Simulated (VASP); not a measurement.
Br: relaxation of cell and atoms with PBE

Br:

```
Br
1.0
     3.06000    0.00000    0.00000
     0.00000    3.06000    0.00000
     0.00000    0.00000    3.06000
Br
1
Direct
  0.00000 0.00000 0.00000
```

```yaml
Program: VASP 6.6.1
Task: relaxation of cell and atoms
Functional: PBE
Potentials_or_basis: VASP PAW PBE potentials, release 64 (Br)
Cutoff: 600 eV
k_mesh: 13 × 13 × 13
Occupations: fermi-dirac, width 0.02 eV
Spin: no spin polarisation
Dipole_correction: no
Further_INCAR_settings: ALGO = Normal; EDIFF = 1e-06; IBRION = 2; EDIFFG = -0.03; NSW = 80; ISIF = 3
```

```
Relaxed volume                        : 29.75 Å³/atom
Relaxed cell                          : a = 3.099 Å, b = 3.099 Å, c = 3.099 Å, α = 90.00°, β = 90.00°, γ = 90.00°
Space group after relaxing (to 0.1 Å) : Pm-3m (No. 221)
Energy gained by relaxing             : 4.1 meV/atom
Ionic steps                           : 3
Pressure after relaxing               : 0.0 GPa
Band gap on the k mesh                : zero (an odd number of electrons rules out a gap without spin polarisation)
```

Step by step:
| step | energy change (eV) | largest force (eV/Å) | pressure (GPa) | volume (Å³) |
| --- | --- | --- | --- | --- |
| 1 | 0.0000 | 0.0000 | 1.25 | 28.65 |
| 2 | -0.0040 | 0.0000 | 0.17 | 29.59 |
| 3 | -0.0041 | 0.0000 | 0.05 | 29.75 |

Final structure:
```
CELL_PARAMETERS angstrom
3.09865 0.00000 0.00000
0.00000 3.09865 0.00000
0.00000 0.00000 3.09865
ATOMIC_POSITIONS crystal
Br 0.00000 0.00000 0.00000
```

Levels at points of the mesh, in eV from the Fermi level:
```
           k point  band 1  band 2  band 3  band 4  band 5  band 6  band 7
(0.00, 0.00, 0.00)  -15.61   -0.15   -0.15   -0.15    6.45    8.91    8.91
```

Run time: 7.6 s on 1 thread of Intel(R) Xeon(R) 6975P-C (Granite Rapids), with other jobs on the host, peak memory 0.15 GiB.

Caveat: an odd number of electrons without spin polarisation forces a metal; a magnetic or distorted state may lie lower.
